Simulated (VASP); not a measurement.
Wanted: the native input for a VASP 6.6.1 run.

| Quantity | Value |
| --- | --- |
| Task | single point |
| Functional | PBEsol |
| Potentials or basis | VASP PAW PBE potentials, release 64 (Ni) |
| Cutoff | 520 eV |
| k mesh | 12 × 12 × 12 |
| Occupations | fermi-dirac, width 0.05 eV |
| Spin | collinear spin, ferromagnetic start |
| Starting moments | [0.83, 0.83] μB |
| Dipole correction | no |
| Further INCAR settings | ALGO = Normal; EDIFF = 1e-06; NBANDS = 21 |

The structure of Ni lies in POSCAR:

```
Ni
1.0
    0.0000000000      2.3990723979      2.3990723979
    2.3990723979      0.0000000000      2.3990723979
    2.3990723979      2.3990723979      0.0000000000
Ni
2
Direct
    0.1250000000      0.1250000000      0.1250000000
    0.8750000000      0.8750000000      0.8750000000
```

This cell differs from its parent crystal: volume scaled by 0.88.

One way to write it, as run:

INCAR

```
SYSTEM = Ni
PREC = Accurate ; ENCUT = 520
EDIFF = 1E-6 ; ISMEAR = -1
SIGMA = 0.05 ; LREAL = .FALSE.
LASPH = .TRUE. ; NELM = 150
ALGO = Normal ; ISIF = 2
LWAVE = .FALSE. ; LCHARG = .FALSE.
ISPIN = 2 ; MAGMOM = 0.83 0.83
LORBIT = 11 ; LMAXMIX = 4
GGA = PS ; NBANDS = 21
```

KPOINTS

```
regular mesh
0
G
  12 12 12
  0 0 0
```

Potentials or basis: VASP PAW PBE potentials, release 64 (Ni).

Run with:

```sh
$ cat potpaw_PBE.64/Ni/POTCAR > POTCAR
$ mpirun -np 1 vasp_std > vasp.out
```

Results of the run:

The pressure is 17.9 GPa. The net moment is 1.53 μB per cell, the site moments are Ni +0.76 μB and the valence electrons inside the program's atomic spheres are Ni 9.48.

Caveat: the PAW data sets were made with another functional, which shifts forces and pressure a little.

Run time: 2.4 min on 1 thread of Intel(R) Xeon(R) Platinum 8259CL CPU @ 2.50GHz (Skylake/Cascade Lake), with other jobs on the host, peak memory 0.2 GiB.
